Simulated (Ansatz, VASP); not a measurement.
# Two plane-wave programs on CdSe

File INCAR:

```
SYSTEM = CdSe
ALGO = Normal
EDIFF = 1E-6
ENCUT = 500
GGA = PE
GGA_COMPAT = .False.
ISIF = 2
ISMEAR = 0
LASPH = .True.
LCHARG = .False.
LREAL = .False.
LWAVE = .False.
NBANDS = 16
NELM = 120
PREC = Accurate
SIGMA = 0.01
```

The input KPOINTS:

```
k-points
0
Gamma
  6 6 6
  0 0 0
```

Contents of POSCAR:

```
CdSe
1.0
    0.0000000000      3.1593889539      3.1593889539
    3.1593889539      0.0000000000      3.1593889539
    3.1593889539      3.1593889539      0.0000000000
Cd Se
1 1
Direct
    0.0000000000      0.0000000000      0.0000000000
    0.7500000000      0.7500000000      0.7500000000
```

Input for Ansatz:

```yaml
crystal:
  lattice:
    - [0.0, 3.1593889539, 3.1593889539]
    - [3.1593889539, 0.0, 3.1593889539]
    - [3.1593889539, 3.1593889539, 0.0]
  atoms:
    - { symbol: Cd, position: [0.0, 0.0, 0.0] }
    - { symbol: Se, position: [0.75, 0.75, 0.75] }
kpoints:
  mp_grid: { grid: [6, 6, 6] }
hamiltonian:
  xc: pbe
scf:
  occupations: { method: fixed }
  n_extra_bands: 4
output:
  forces: true
  stress: true
  eigenvalues: true
```

Alike in both runs: task single point; functional PBE; k mesh 6 × 6 × 6; no spin polarisation.

|  | VASP | Ansatz |
| --- | --- | --- |
| version | VASP 6.6.1 | Ansatz 0.2.0 |
| potentials or method | VASP PAW PBE potentials, release 64 (Cd, Se) | plane waves, PAW |
| plane-wave cutoff (eV) | 500 | 420 |
| occupations | gaussian, width 0.01 eV | fixed |
| valence electrons in the cell | 18 | 36 |

```csv
,VASP,Ansatz,Ansatz less VASP
gap on the k mesh at the Fermi level (eV),0.37,0.37,+0.002
pressure (GPa),-2.1,-2.3,-0.19
```

VASP's potentials hold 18 valence electrons a cell and Ansatz's 36, so a difference there can come from the potentials and not from the codes.
